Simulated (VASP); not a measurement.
A run of VASP 6.6.1 is set up as follows.

Contents of POSCAR:

```
FeO
1.0
    2.8222920365     -0.0000000028      0.0000000000
   -1.4111460158      2.4441766019      0.0000000000
    0.0000000000      0.0000000000      2.7270572695
Fe O
1 1
Direct
    0.0000000000      0.0000000000      0.0000000000
    0.6666666667      0.3333333333      0.5000000000
```

The input INCAR.step1:

```
  PREC = Accurate
  ENCUT = 520
  EDIFF = 1E-5
  ISMEAR = -1
  SIGMA = 0.05
  LREAL = False
  LASPH = True
  NELM = 150
  ALGO = Normal
  ISIF = 2
  LWAVE = True
  LCHARG = False
  ISPIN = 2
  MAGMOM = 3 0
  LORBIT = 11
  LMAXMIX = 4
  GGA = PE
  NBANDS = 18
```

INCAR.step2

```
  PREC = Accurate
  ENCUT = 520
  EDIFF = 1E-7
  ISMEAR = -1
  SIGMA = 0.05
  LREAL = False
  LASPH = True
  NELM = 150
  ALGO = Normal
  ISIF = 2
  LWAVE = False
  LCHARG = False
  ISPIN = 2
  MAGMOM = 3 0
  LORBIT = 11
  LMAXMIX = 4
  GGA = PE
  LHFCALC = True
  AEXX = 0.25
  HFSCREEN = 0.3
  PRECFOCK = Normal
  ISTART = 1
  NBANDS = 18
```

The input KPOINTS:

```
Automatic mesh
0
Gamma
  5 5 5
```

Potentials or basis: VASP PAW PBE potentials, release 64 (Fe, O).

The run is started by

```sh
$ cat potpaw_PBE.64/Fe/POTCAR potpaw_PBE.64/O/POTCAR > POTCAR
$ cp INCAR.step1 INCAR
$ mpirun -np 1 vasp_std > vasp.out
$ cp INCAR.step2 INCAR
$ mpirun -np 1 vasp_std > vasp.out
```

Question: Predict the band gap on the k mesh.

Answer: Zero (filled and empty bands touch).

Question: Predict the pressure.

Answer: 0.8 GPa.

Question: Estimate the net moment.

Answer: 4.00 μB per cell.

Question: Estimate the site moments.

Answer: Fe +3.67; O +0.32 μB.

Stress tensor (GPa, compression positive):
```
1.02 0.00 0.00
0.00 1.02 0.00
0.00 0.00 0.31
```

Caveat: the k points lie up to 0.51 Å⁻¹ apart; the PAW data sets were made with another functional, which shifts forces and pressure a little; a cell with one magnetic atom can't hold antiferromagnetic order, which such compounds often take.
